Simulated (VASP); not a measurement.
# NaF (Villiaumite) (Fm-3m) in VASP: notebook, part 2 of 2

VASP 6.6.1. Earlier steps stand in the parts before.

### 4 Single point, PBE

This run uses another cell than the first one, of 12.98 Å³/atom, 1.138 times its volume.

File INCAR:

```
PREC     = Accurate       # precision mode
ENCUT    = 520            # plane-wave cutoff, eV
EDIFF    = 1E-6           # SCF threshold, eV
ISMEAR   = -1             # smearing method
SIGMA    = 0.02           # smearing width, eV
LREAL    = False          # projectors in reciprocal space
LASPH    = True           # aspherical terms in the spheres
NELM     = 100            # most SCF steps
ALGO     = Normal         # electronic algorithm
ISIF     = 2              # what is computed and relaxed
LWAVE    = False          # write WAVECAR
LCHARG   = False          # write CHGCAR
GGA      = PE             # functional
NBANDS   = 14             # bands
```

File KPOINTS:

```
regular mesh
0
Gamma
  10 10 10
```

File POSCAR:

```
NaF
1.0
    0.0000000000      2.3500762512      2.3500762512
    2.3500762512      0.0000000000      2.3500762512
    2.3500762512      2.3500762512      0.0000000000
Na F
1 1
Direct
    0.0000000000      0.0000000000      0.0000000000
    0.5000000000      0.5000000000      0.5000000000
```

Potentials or basis: VASP PAW PBE potentials, release 64 (Na_pv, F).

On the command line:

```sh
$ cat potpaw_PBE.64/Na_pv/POTCAR potpaw_PBE.64/F/POTCAR > POTCAR
$ mpirun -np 1 vasp_std > vasp.out
```

OUTCAR:

```text
PREC = Accurate
   ENCUT = 520
   EDIFF = 1E-6
   ISMEAR = -1
   LREAL = False
   LASPH = True
   NELM = 100
   ISIF = 2
   GGA = PE

 ion  position               nearest neighbor table
   1  0.000  0.000  0.000-
   2  0.500  0.500  0.500-

  LATTYP: Found a face centered cubic cell.
 ALAT       =     4.7001525024

  Lattice vectors:

 A1 = (   0.0000000000,   2.3500762512,   2.3500762512)
 A2 = (   2.3500762512,   0.0000000000,   2.3500762512)
 A3 = (   2.3500762512,   2.3500762512,   0.0000000000)

Analysis of symmetry for initial positions (statically):
=====================================================================
 Subroutine PRICEL returns:
 Original cell was already a primitive cell.

 Routine SETGRP: Setting up the symmetry group for a
 face centered cubic supercell.

 Subroutine GETGRP returns: Found 48 space group operations
 (whereof 48 operations were pure point group operations)
 out of a pool of 48 trial point group operations.

[... 172 lines left out ...]
      2     -21.3392      2.00000
      3     -21.3392      2.00000
      4     -21.3392      2.00000
      5      -2.2632      2.00000
      6      -2.2632      2.00000
      7      -2.2632      2.00000
      8       3.8117      0.00000
      9      16.4080      0.00000
     10      16.4080      0.00000
     11      16.4080      0.00000
     12      19.1838      0.00000
     13      21.3134      0.00000
     14      21.3134      0.00000
[... 377 lines left out ...]
      1     -21.7129      2.00000
      2     -21.3802      2.00000
      3     -21.3736      2.00000
      4     -20.8821      2.00000
      5      -3.3732      2.00000
      6      -2.6246      2.00000
      7      -2.5722      2.00000
      8       7.9812      0.00000
      9      11.4011      0.00000
     10      14.0287      0.00000
     11      16.8431      0.00000
     12      16.8770      0.00000
     13      22.3992      0.00000
     14      23.8482      0.00000

 [... further k-points ...]

------------------------ aborting loop because EDIFF is reached ----------------------------------------

  FORCE on cell =-STRESS in cart. coord.  units (eV):
  Direction    XX          YY          ZZ          XY          YZ          ZX
  --------------------------------------------------------------------------------------
  -------------------------------------------------------------------------------------
  Total       -0.0217278     -0.0217278     -0.0217278      0.0000000      0.0000000     -0.0000000
  in kB       -1.3410689     -1.3410689     -1.3410689      0.0000000      0.0000000     -0.0000000
  external PRESSURE =      -1.3410689 kB  Pullay stress =       0.0000000 kB

 VOLUME and BASIS-vectors are now :
 -----------------------------------------------------------------------------
  energy-cutoff  :      520.00
  volume of cell :       25.96
      direct lattice vectors                 reciprocal lattice vectors
     0.000000000  2.350076251  2.350076251    -0.212759054  0.212759054  0.212759054
     2.350076251  0.000000000  2.350076251     0.212759054 -0.212759054  0.212759054
     2.350076251  2.350076251  0.000000000     0.212759054  0.212759054 -0.212759054

 POSITION                                       TOTAL-FORCE (eV/Angst)
 -----------------------------------------------------------------------------------
      0.00000      0.00000      0.00000         0.000000      0.000000      0.000000
      2.35008      2.35008      2.35008        -0.000000     -0.000000     -0.000000
 -----------------------------------------------------------------------------------
    total drift:                                0.000000      0.000000      0.000000

  FREE ENERGIE OF THE ION-ELECTRON SYSTEM (eV)
  ---------------------------------------------------
  free  energy   TOTEN  =        -8.5694285082 eV

  energy  without entropy=       -8.5694285082  energy(sigma->0) =       -8.56942851
```

OSZICAR:

```text
N       E                     dE             d eps       ncg     rms          rms(c)
DAV:   1     0.102552579255E+03    0.10255E+03   -0.77441E+03  1342   0.120E+03
DAV:   2    -0.427475488131E+01   -0.10683E+03   -0.99285E+02  1460   0.329E+02
DAV:   3    -0.943228490671E+01   -0.51575E+01   -0.51493E+01  1628   0.665E+01
DAV:   4    -0.947288174411E+01   -0.40597E-01   -0.40595E-01  1502   0.638E+00
DAV:   5    -0.947332290994E+01   -0.44117E-03   -0.44116E-03  1622   0.655E-01    0.542E+00
DAV:   6    -0.857843018867E+01    0.89489E+00   -0.31754E+00  1550   0.145E+01    0.186E+00
DAV:   7    -0.856739454448E+01    0.11036E-01   -0.29259E-02  1352   0.203E+00    0.106E+00
DAV:   8    -0.856881718497E+01   -0.14226E-02   -0.30538E-02  1400   0.359E+00    0.152E-01
DAV:   9    -0.856955654617E+01   -0.73936E-03   -0.43524E-03  1580   0.595E-01    0.133E-01
DAV:  10    -0.856942896376E+01    0.12758E-03   -0.87545E-04  1412   0.311E-01    0.124E-02
DAV:  11    -0.856942803230E+01    0.93145E-06   -0.30566E-05  1640   0.862E-02    0.396E-03
DAV:  12    -0.856942850822E+01   -0.47592E-06   -0.16283E-06  1454   0.167E-02
   1 F= -.85694285E+01 E0= -.85694285E+01  d E =-.254445E-12
```

stdout:

```text
POSCAR found type information on POSCAR NaF
 POSCAR found :  2 types and       2 ions
 scaLAPACK will be used
 LDA part: xc-table for (Slater+PW92), standard interpolation
 POSCAR, INCAR and KPOINTS ok, starting setup
 FFT: planning ... GRIDC
 FFT: planning ... GRID_SOFT
 FFT: planning ... GRID
 WAVECAR not read
 entering main loop
```

Wall time 13 s (1 thread of Intel Xeon Platinum 8124M at 3.00GHz (Skylake/Cascade Lake), shared host); peak memory 0.15 GiB.

What came out:

| Item | Value |
| --- | --- |
| Free energy | -8.5694 eV |
| Pressure | -0.1 GPa |
| Band gap on the k mesh | 6.07 eV, direct |

### 5 Single point, r2SCAN

File POSCAR:

```
NaF
1.0
    0.0000000000      2.2506472900      2.2506472900
    2.2506472900      0.0000000000      2.2506472900
    2.2506472900      2.2506472900      0.0000000000
Na F
1 1
Direct
    0.0000000000      0.0000000000      0.0000000000
    0.5000000000      0.5000000000      0.5000000000
```

File INCAR.step1:

```
SYSTEM = NaF
PREC     = Accurate       ! precision mode
ENCUT    = 520            ! plane-wave cutoff, eV
ISMEAR   = -1             ! smearing method
SIGMA    = 0.02           ! smearing width, eV
LREAL    = .False.        ! projectors in reciprocal space
LASPH    = .True.         ! aspherical terms in the spheres
NELM     = 100            ! most SCF steps
NBANDS   = 14             ! bands
GGA      = PE             ! functional
ALGO     = Normal         ! electronic algorithm
EDIFF    = 1E-4           ! SCF threshold, eV
LWAVE    = .True.         ! write WAVECAR
LCHARG   = .False.        ! write CHGCAR
```

File INCAR.step2:

```
SYSTEM = NaF
PREC     = Accurate       ! precision mode
ENCUT    = 520            ! plane-wave cutoff, eV
EDIFF    = 1E-7           ! SCF threshold, eV
ISMEAR   = -1             ! smearing method
SIGMA    = 0.02           ! smearing width, eV
LREAL    = .False.        ! projectors in reciprocal space
LASPH    = .True.         ! aspherical terms in the spheres
NELM     = 100            ! most SCF steps
ALGO     = Normal         ! electronic algorithm
ISIF     = 2              ! what is computed and relaxed
LWAVE    = .False.        ! write WAVECAR
LCHARG   = .True.         ! write CHGCAR
METAGGA  = R2SCAN         ! meta-GGA
LMIXTAU  = .True.       
LELF     = .True.         ! ELF
LVHAR    = .True.       
NBANDS   = 14             ! bands
ISTART   = 1
```

File KPOINTS:

```
regular mesh
0
Gamma
  10 10 10
  0 0 0
```

Potentials or basis: VASP PAW PBE potentials, release 64 (Na_pv, F).

On the command line:

```sh
$ cat potpaw_PBE.64/Na_pv/POTCAR potpaw_PBE.64/F/POTCAR > POTCAR
$ cp INCAR.step1 INCAR
$ mpirun -np 1 vasp_std > vasp.out
$ cp INCAR.step2 INCAR
$ mpirun -np 1 vasp_std > vasp.out
```

OUTCAR:

```text
SYSTEM = NaF
   PREC = Accurate
   ENCUT = 520
   EDIFF = 1E-7
   ISMEAR = -1
   LREAL = .False.
   LASPH = .True.
   NELM = 100
   ISIF = 2
   METAGGA = R2SCAN
   ISTART = 1

 ion  position               nearest neighbor table
   1  0.000  0.000  0.000-   2 2.25   2 2.25   2 2.25   2 2.25   2 2.25   2 2.25
   2  0.500  0.500  0.500-   1 2.25   1 2.25   1 2.25   1 2.25   1 2.25   1 2.25

  LATTYP: Found a face centered cubic cell.
 ALAT       =     4.5012945800

  Lattice vectors:

 A1 = (   0.0000000000,   2.2506472900,   2.2506472900)
 A2 = (   2.2506472900,   0.0000000000,   2.2506472900)
 A3 = (   2.2506472900,   2.2506472900,   0.0000000000)

Analysis of symmetry for initial positions (statically):
=====================================================================
 Subroutine PRICEL returns:
 Original cell was already a primitive cell.

 Routine SETGRP: Setting up the symmetry group for a
 face centered cubic supercell.

 Subroutine GETGRP returns: Found 48 space group operations
 (whereof 48 operations were pure point group operations)
 out of a pool of 48 trial point group operations.

The static configuration has the point symmetry O_h .

Analysis of symmetry for dynamics (positions and initial velocities):
=====================================================================
 Subroutine PRICEL returns:
 Original cell was already a primitive cell.

 Routine SETGRP: Setting up the symmetry group for a
 face centered cubic supercell.

 Subroutine GETGRP returns: Found 48 space group operations
 (whereof 48 operations were pure point group operations)
 out of a pool of 48 trial point group operations.

The dynamic configuration has the point symmetry O_h .

 Subroutine INISYM returns: Found 48 space group operations
 (whereof 48 operations are pure point group operations),
 and found     1 'primitive' translations

[... 119 lines left out ...]
   METAGGA = R2SCAN    functional components
   LHFCALC =     F    Hartree Fock is set to
   AEXX    =    0.0000 exact exchange contribution
   IVDW    =     0    specifies the selected vdW correction
   LEPSILON=     F    determine dielectric tensor
   LRPA    =     F    only Hartree local field effects (RPA)
 non-spin polarized calculation
  energy-cutoff  :      520.00
  volume of cell :       22.80
 maximum number of plane-waves:       636
   NGX = 11   NGY = 11   NGZ = 11

 number of electron      14.0000016 magnetization

 Free energy of the ion-electron system (eV)
  ---------------------------------------------------
  ext. energy  EPLUGINS =         0.00000000
  ---------------------------------------------------
  free energy    TOTEN  =       -12.59232933 eV

  energy without entropy =      -12.59232933  energy(sigma->0) =      -12.59232933

 E-fermi :  -1.7851     XC(G=0): -10.2478

 val. band max:       -2.3343355643   @ k =   0.0000   0.0000   0.0000
 cond. band min:       5.3579472637   @ k =   0.0000   0.0000   0.0000
 fundamental gap:      7.6922828280
 Fermi energy:        -1.7850630855

 k-point     1 :       0.0000    0.0000    0.0000
  band No.  band energies     occupation
      1     -22.7849      2.00000
      2     -21.5742      2.00000
      3     -21.5738      2.00000
      4     -21.5738      2.00000
      5      -2.3344      2.00000
      6      -2.3343      2.00000
      7      -2.3343      2.00000
      8       5.3579      0.00000
      9      18.0783      0.00000
     10      18.0783      0.00000
     11      18.0784      0.00000
     12      20.9545      0.00000
     13      23.6293      0.00000
     14      23.6293      0.00000
[... 377 lines left out ...]
      1     -22.7910      2.00000
      2     -21.6357      2.00000
      3     -21.6246      2.00000
      4     -21.4281      2.00000
      5      -3.6272      2.00000
      6      -2.7602      2.00000
      7      -2.6985      2.00000
      8       9.8950      0.00000
      9      12.5527      0.00000
     10      16.6134      0.00000
     11      19.5586      0.00000
     12      19.6735      0.00000
     13      25.8804      0.00000
     14      26.5152      0.00000

 [... further k-points ...]

------------------------ aborting loop because EDIFF is reached ----------------------------------------

  FORCE on cell =-STRESS in cart. coord.  units (eV):
  Direction    XX          YY          ZZ          XY          YZ          ZX
  --------------------------------------------------------------------------------------
  -------------------------------------------------------------------------------------
  Total        0.4498489      0.4498489      0.4498489      0.0000000      0.0000000     -0.0000000
  in kB       31.6100326     31.6100326     31.6100326      0.0000000      0.0000000     -0.0000000
  external PRESSURE =      31.6100326 kB  Pullay stress =       0.0000000 kB

 VOLUME and BASIS-vectors are now :
 -----------------------------------------------------------------------------
  energy-cutoff  :      520.00
  volume of cell :       22.80
      direct lattice vectors                 reciprocal lattice vectors
     0.000000000  2.250647290  2.250647290    -0.222158311  0.222158311  0.222158311
     2.250647290  0.000000000  2.250647290     0.222158311 -0.222158311  0.222158311
     2.250647290  2.250647290  0.000000000     0.222158311  0.222158311 -0.222158311

 POSITION                                       TOTAL-FORCE (eV/Angst)
 -----------------------------------------------------------------------------------
      0.00000      0.00000      0.00000         0.000000     -0.000000     -0.000000
      2.25065      2.25065      2.25065        -0.000000      0.000000      0.000000
 -----------------------------------------------------------------------------------
    total drift:                                0.000000     -0.000000      0.000000

  FREE ENERGIE OF THE ION-ELECTRON SYSTEM (eV)
  ---------------------------------------------------
  free  energy   TOTEN  =       -12.5923293349 eV

  energy  without entropy=      -12.5923293349  energy(sigma->0) =      -12.59232933
```

OUTCAR.step1:

```text
SYSTEM = NaF
   PREC = Accurate
   ENCUT = 520
   ISMEAR = -1
   LREAL = .False.
   LASPH = .True.
[... 628 lines left out ...]
      0.00000      0.00000      0.00000         0.000000      0.000000      0.000000
      2.25065      2.25065      2.25065         0.000000      0.000000      0.000000
 -----------------------------------------------------------------------------------
    total drift:                                0.000000     -0.000000      0.000000

  FREE ENERGIE OF THE ION-ELECTRON SYSTEM (eV)
  ---------------------------------------------------
  free  energy   TOTEN  =        -8.4970171196 eV

  energy  without entropy=       -8.4970171196  energy(sigma->0) =       -8.49701712
```

OSZICAR.step1:

```text
N       E                     dE             d eps       ncg     rms          rms(c)
DAV:   1     0.106492143417E+03    0.10649E+03   -0.77703E+03  1342   0.126E+03
DAV:   2    -0.423984836431E+01   -0.11073E+03   -0.10348E+03  1430   0.341E+02
DAV:   3    -0.934875216551E+01   -0.51089E+01   -0.50988E+01  1640   0.677E+01
DAV:   4    -0.938612314978E+01   -0.37371E-01   -0.37369E-01  1460   0.613E+00
DAV:   5    -0.938646669766E+01   -0.34355E-03   -0.34355E-03  1616   0.586E-01    0.545E+00
DAV:   6    -0.850372474269E+01    0.88274E+00   -0.29409E+00  1600   0.155E+01    0.175E+00
DAV:   7    -0.849532232649E+01    0.84024E-02   -0.29603E-02  1376   0.207E+00    0.105E+00
DAV:   8    -0.849657568331E+01   -0.12534E-02   -0.25497E-02  1382   0.298E+00    0.138E-01
DAV:   9    -0.849704203749E+01   -0.46635E-03   -0.33359E-03  1778   0.563E-01    0.933E-02
DAV:  10    -0.849701711959E+01    0.24918E-04   -0.52301E-04  1382   0.289E-01
   1 F= -.84970171E+01 E0= -.84970171E+01  d E =-.553674E-11
```

Run time: 33 s. Hardware: 1 thread of Intel Xeon Platinum 8124M at 3.00GHz (Skylake/Cascade Lake), shared host; peak memory 0.14 GiB.

Results:

```
Free energy            : -12.5923 eV
Pressure               : 3.2 GPa
Band gap on the k mesh : 7.69 eV, direct
```

Caveat: the PAW data sets were made with another functional, which shifts forces and pressure a little.

### 6 The runs side by side

```csv
level,potentials or basis,cell,gap on the mesh (eV),pressure (GPa)
LDA,"VASP PAW LDA potentials, release 64 (Na_pv, F)","a = 3.184 Å, angles 60.0°, 2 atoms",6.44,0.0
PBEsol,"VASP PAW PBE potentials, release 64 (Na_pv, F)","a = 3.274 Å, angles 60.0°, 2 atoms",6.18,-0.1
PBE,"VASP PAW PBE potentials, release 64 (Na_pv, F)","a = 3.324 Å, angles 60.0°, 2 atoms",6.07,-0.1
r2SCAN,"VASP PAW PBE potentials, release 64 (Na_pv, F)","a = 3.183 Å, angles 60.0°, 2 atoms",7.69,3.2
```

Alike in all rows: task single point; no spin polarisation; k mesh 10 × 10 × 10; cutoff (eV) 520; smearing fermi-dirac 0.02 eV.

Caveats: the PAW data sets were made with another functional, which shifts forces and pressure a little (some runs).

Total energies depend on the potentials used, so only differences within one code and one set of settings carry meaning.
